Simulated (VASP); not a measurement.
AlN: single point with LDA

AlN:

```
CELL_PARAMETERS angstrom
2.83285 0.00000 0.00000
-1.41643 2.45332 0.00000
0.00000 0.00000 4.84101
ATOMIC_POSITIONS crystal
Al 0.00000 0.00000 0.00000
Al 0.00000 0.00000 0.50000
N 0.33333 0.66667 0.25000
N 0.66667 0.33333 0.75000
```

| Property | Result |
| --- | --- |
| Program | VASP 6.6.1 |
| Task | single point |
| Functional | LDA |
| Potentials or basis | VASP PAW LDA potentials, release 64 (Al, N) |
| Cutoff | 520 eV |
| k mesh | 12 × 12 × 6 |
| Occupations | gaussian, width 0.01 eV |
| Spin | no spin polarisation |

```
Pressure               : -4.7 GPa
Band gap on the k mesh : 4.82 eV, indirect (least direct gap 5.26 eV)
```

Stress tensor (GPa, compression positive):
```
-4.91  0.00  0.00
 0.00 -4.91  0.00
 0.00  0.00 -4.37
```

Levels at points of the mesh, in eV from the valence-band top:
| k point | band 5 | band 6 | band 7 | band 8 | band 9 | band 10 | band 11 | band 12 |
| --- | --- | --- | --- | --- | --- | --- | --- | --- |
| (0.00, 0.00, 0.00) | -0.86 | -0.56 | 0.00 | 0.00 | 5.26 | 6.37 | 8.87 | 12.25 |
| (0.50, 0.00, 0.00) | -5.07 | -3.10 | -2.58 | -1.10 | 5.24 | 6.22 | 6.61 | 10.64 |
| (0.00, 0.00, 0.50) | -0.44 | -0.44 | -0.44 | -0.44 | 6.65 | 6.65 | 10.31 | 10.31 |
| (0.50, 0.00, 0.50) | -2.68 | -2.68 | -1.92 | -1.92 | 5.55 | 5.55 | 7.01 | 7.01 |

Run time: 17 s on 1 thread of Intel(R) Xeon(R) Platinum 8488C (Sapphire Rapids), on a shared host, peak memory 0.15 GiB.

A k mesh can miss the band edges.
